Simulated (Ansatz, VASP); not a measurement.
Ca: VASP beside Ansatz

Contents of INCAR:

```
ALGO     = Normal         # electronic algorithm
EDIFF    = 1E-6           # SCF threshold, eV
ENCUT    = 520            # plane-wave cutoff, eV
GGA      = RP             # functional
ISIF     = 2              # what is computed and relaxed
ISMEAR   = -1             # smearing method
ISPIN    = 2              # spin polarisation
ISYM     = 0            
LASPH    = T              # aspherical terms in the spheres
LCHARG   = F              # write CHGCAR
LORBIT   = 11             # projections on sites
LREAL    = F              # projectors in reciprocal space
LWAVE    = F              # write WAVECAR
MAGMOM   = 0.01           # initial moments
NBANDS   = 15             # bands
NELM     = 150            # most SCF steps
PREC     = Accurate       # precision mode
SIGMA    = 0.01           # smearing width, eV
```

KPOINTS

```
k-points
0
Gamma
  1 1 1
```

Contents of POSCAR:

```
Ca
1.0
   14.0000000000      0.0000000000      0.0000000000
    0.0000000000     14.4000000000      0.0000000000
    0.0000000000      0.0000000000     14.8000000000
Ca
1
Direct
    0.5000000000      0.5000000000      0.5000000000
```

Input for Ansatz:

```yaml
crystal:
  lattice:
    - [14.0, 0.0, 0.0]
    - [0.0, 14.4, 0.0]
    - [0.0, 0.0, 14.8]
  atoms:
    - { symbol: Ca, position: [0.5, 0.5, 0.5], spin: 0.01 }
  symmetry: { detect: false, time_reversal: true }
hamiltonian:
  xc: rpbe
  pseudopotentials:
    kind: paw
    azcp:
      Ca: "pseudopotentials/Ca.paw.azcp"
basis:
  ecutwfc: 420
  fft_grid_basis: typed
kpoints:
  mp_grid: { grid: [1, 1, 1], shift: [0, 0, 0] }
magnetization:
  spin_polarized: true
scf:
  occupations: { method: fermi_dirac, width: 0.01 }
output:
  write_density: true
  write_potential: true
  elf: true
  volumetric_format: npy
```

Alike in both runs: task single point; functional RPBE; k mesh 1 × 1 × 1; occupations fermi-dirac, width 0.01 eV; collinear spin.

```csv
,VASP,Ansatz
version,VASP 6.6.1,Ansatz 0.2.0
potentials or method,"VASP PAW PBE potentials, release 64 (Ca_sv), cutoff 520 eV","plane waves (420 eV) with PAW, scalar-relativistic"
valence electrons in the cell,10,10
```

|  | VASP | Ansatz | Ansatz less VASP |
| --- | --- | --- | --- |
| gap on the k mesh at the Fermi level (eV) | 1.84 | 1.83 | -0.007 |
| net moment per atom (μB) | 0.00 | 0.00 | 0.000 |

VASP's potentials were made for PBE, not for RPBE. Ansatz's warnings: seeded moment not kept, xc potential rough in thin density.
